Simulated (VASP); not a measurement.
## Na: single point with LDA

Crystal: Na.

```
Na
1.0
     0.00000   -3.62051    0.00000
    -3.62051    0.00000    0.00000
     0.00000    0.00000   -5.08416
Na
2
Cartesian
  -2.0080 -1.8103 -2.8461
  0.1977 0.0000 0.3040
```

This cell differs from its parent crystal: atoms displaced along a vibrational mode.

```yaml
Program: VASP 6.6.1
Task: single point
Functional: LDA
Potentials_or_basis: VASP PAW LDA potentials, release 64 (Na_pv)
Cutoff: 520 eV
k_mesh: 12 × 12 × 10
Occupations: gaussian, width 0.15 eV
Spin: no spin polarisation
```

```yaml
Pressure: 1.0 GPa
Largest_force: 0.626 eV/Å
Band_gap_on_the_k_mesh: zero (bands 7 and 8 overlap by 4.37 eV)
```

Forces on the atoms (eV/Å):
```
Na   0.244  0.000  0.576
Na  -0.244  0.000 -0.576
```

Stress tensor (GPa, compression positive):
```
0.80 0.00 0.80
0.00 1.40 0.00
0.80 0.00 0.89
```

Levels at points of the mesh, in eV from the Fermi level:
| k point | band 3 | band 4 | band 5 | band 6 | band 7 | band 8 | band 9 | band 10 | band 11 | band 12 |
| --- | --- | --- | --- | --- | --- | --- | --- | --- | --- | --- |
| (0.00, 0.00, 0.00) | -24.97 | -24.95 | -24.94 | -24.94 | -3.53 | 2.07 | 2.40 | 6.42 | 7.47 | 7.49 |
| (0.50, 0.00, 0.00) | -24.95 | -24.95 | -24.95 | -24.95 | -0.64 | -0.64 | 4.62 | 4.62 | 5.33 | 5.33 |
| (0.00, 0.50, 0.00) | -24.98 | -24.95 | -24.95 | -24.94 | -0.68 | -0.61 | 4.56 | 4.71 | 5.28 | 5.33 |
| (0.50, 0.50, 0.00) | -24.97 | -24.97 | -24.95 | -24.95 | 1.81 | 1.81 | 2.42 | 2.42 | 6.79 | 6.79 |
| (0.00, 0.00, 0.50) | -24.96 | -24.96 | -24.94 | -24.94 | -2.37 | -1.66 | 7.21 | 8.08 | 8.17 | 8.33 |
| (0.50, 0.00, 0.50) | -24.95 | -24.95 | -24.94 | -24.94 | 0.41 | 0.41 | 1.22 | 1.22 | 10.33 | 10.33 |
| (0.00, 0.50, 0.50) | -24.98 | -24.95 | -24.95 | -24.94 | 0.41 | 0.43 | 1.15 | 1.26 | 10.21 | 10.38 |
| (0.50, 0.50, 0.50) | -24.97 | -24.97 | -24.95 | -24.95 | 2.71 | 2.71 | 3.21 | 3.21 | 3.64 | 3.64 |

It took 3.7 min on 1 thread of Intel(R) Xeon(R) Platinum 8488C (Sapphire Rapids), with other jobs on the host, peak memory 0.37 GiB.

Caveat: the cell differs from its parent crystal (atoms displaced along a vibrational mode).
